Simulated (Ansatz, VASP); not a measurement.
**One calculation of PbS, two programs**

INCAR

```
PREC = Accurate
ENCUT = 500
EDIFF = 1E-6
ISMEAR = 0
SIGMA = 0.01
LREAL = F
LASPH = T
NELM = 120
ALGO = Normal
ISIF = 2
LWAVE = F
LCHARG = T
GGA = PE
LELF = T
LVHAR = T
NBANDS = 17
GGA_COMPAT = F
```

KPOINTS

```
regular mesh
0
Gamma
  6 6 6
```

File POSCAR:

```
PbS
1.0
    0.0000000000      2.8896713359      2.8896713359
    2.8896713359      0.0000000000      2.8896713359
    2.8896713359      2.8896713359      0.0000000000
Pb S
1 1
Direct
    0.0000000000      0.0000000000      0.0000000000
    0.5000000000      0.5000000000      0.5000000000
```

Input for Ansatz:

```yaml
crystal:
  lattice:
    - [0.0, 2.889671335940571, 2.889671335940571]
    - [2.889671335940571, 0.0, 2.889671335940571]
    - [2.889671335940571, 2.889671335940571, 0.0]
  atoms:
    - { symbol: Pb, position: [0.0, 0.0, 0.0] }
    - { symbol: S, position: [0.5, 0.5, 0.5] }
basis:
  ecutwfc: 420.0
kpoints:
  mp_grid:
    grid: [6, 6, 6]
hamiltonian:
  xc: pbe
scf:
  occupations:
    method: fixed
output:
  stress: true
```

Alike in both runs: task single point; functional PBE; k mesh 6 × 6 × 6; no spin polarisation.

```csv
,VASP,Ansatz
version,VASP 6.6.1,Ansatz 0.2.0
potentials or method,"VASP PAW PBE potentials, release 64 (Pb_d, S), cutoff 500 eV","plane waves, PAW"
occupations,"gaussian, width 0.01 eV",fixed
valence electrons in the cell,20,20
```

```csv
,VASP,Ansatz,Ansatz less VASP
pressure (GPa),7.8,7.9,+0.09
```

Spin-orbit coupling is off throughout.
